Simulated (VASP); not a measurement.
## HfB: single point with PBEsol

HfB:

```
Hf B
1.0
     0.00000    2.31000    2.31000
     2.31000    0.00000    2.31000
     2.31000    2.31000    0.00000
Hf B
1 1
Direct
  0.50000 0.50000 0.50000
  0.00000 0.00000 0.00000
```

```
Program             : VASP 6.6.1
Task                : single point
Functional          : PBEsol
Potentials or basis : VASP PAW PBE potentials, release 64 (Hf_pv, B)
Cutoff              : 520 eV
k mesh              : 8 × 8 × 8
Occupations         : fermi-dirac, width 0.05 eV
Spin                : non-collinear spin, zero start, spin-orbit coupling
Starting moments    : [[0.0, 0.0, 0.0], [0.0, 0.0, 0.0]] μB
```

```json
{"Pressure": "24.1 GPa", "Net moment": "0.00 μB per cell", "Valence electrons inside the program's atomic spheres": "Hf 8.98; B 1.93"}
```

Moments on the atoms (μB; x, y, z):
```
Hf  0.00 0.00 0.00
B   0.00 0.00 0.00
```

Wall time 15 s on 1 thread of Intel(R) Xeon(R) 6975P-C (Granite Rapids), with other jobs on the host, peak memory 0.21 GiB.

Caveat: the PAW data sets were made with another functional, which shifts forces and pressure a little.
